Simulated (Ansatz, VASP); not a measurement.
# One calculation of Ni, two programs

File INCAR:

```
SYSTEM = Ni
ALGO     = Normal         ! electronic algorithm
EDIFF    = 1E-6           ! SCF threshold, eV
ENCUT    = 520            ! plane-wave cutoff, eV
ISIF     = 2              ! what is computed and relaxed
ISMEAR   = -1             ! smearing method
ISPIN    = 2              ! spin polarisation
LASPH    = .TRUE.         ! aspherical terms in the spheres
LCHARG   = .TRUE.         ! write CHGCAR
LELF     = .TRUE.         ! ELF
LMAXMIX  = 4              ! l up to which the mixer works
LORBIT   = 11             ! projections on sites
LREAL    = .FALSE.        ! projectors in reciprocal space
LVHAR    = .TRUE.       
LWAVE    = .FALSE.        ! write WAVECAR
MAGMOM   = 1              ! initial moments
NBANDS   = 15             ! bands
NELM     = 150            ! most SCF steps
PREC     = Accurate       ! precision mode
SIGMA    = 0.08           ! smearing width, eV
```

KPOINTS

```
k-points
0
G
  18 18 18
  0 0 0
```

The input POSCAR:

```
Ni
1.0
    0.0000000000      1.6409268946      1.6409268946
    1.6409268946      0.0000000000      1.6409268946
    1.6409268946      1.6409268946      0.0000000000
Ni
1
Direct
    0.0000000000      0.0000000000      0.0000000000
```

Input for Ansatz:

```yaml
crystal:
  lattice:
    - [0.0, 1.6409268946, 1.6409268946]
    - [1.6409268946, 0.0, 1.6409268946]
    - [1.6409268946, 1.6409268946, 0.0]
  atoms:
    - { symbol: Ni, position: [0.0, 0.0, 0.0], spin: 1.0 }
magnetization:
  spin_polarized: true
kpoints:
  mp_grid: { grid: [18, 18, 18] }
scf:
  occupations: { method: fermi_dirac, width: 0.08 }
hamiltonian:
  xc: lda
  pseudopotentials: { kind: paw }
output:
  forces: true
  stress: true
  eigenvalues: true
  populations: true
```

Change from the starting cell: volume scaled by 0.88, PAW files.

Alike in both runs: task single point; functional LDA; k mesh 18 × 18 × 18; occupations fermi-dirac, width 0.08 eV; collinear spin.

|  | VASP | Ansatz |
| --- | --- | --- |
| version | VASP 6.6.1 | Ansatz 0.2.0 |
| potentials or method | VASP PAW LDA potentials, release 64 (Ni) | PAW with Ansatz's default frozen-core files, scalar-relativistic |
| plane-wave cutoff (eV) | 520 | 420 |
| valence electrons in the cell | 10 | 18 |

|  | VASP | Ansatz | Ansatz less VASP |
| --- | --- | --- | --- |
| pressure (GPa) | 43.6 | 44.2 | +0.64 |
| net moment per atom (μB) | 0.55 | 0.57 | +0.023 |
| size of the moment on the site where the two differ most (μB) | 0.54 | 0.59 | +0.051 |

LDA's correlation is that of Perdew and Zunger in VASP and of Perdew and Wang (1992) in Ansatz. Site moments also hang on the region over which each program counts them. Both programs put the cell under a high pressure, so it lies far from rest at this level. VASP's potentials hold 10 valence electrons a cell and Ansatz's 18, so a difference there can come from the potentials and not from the codes.
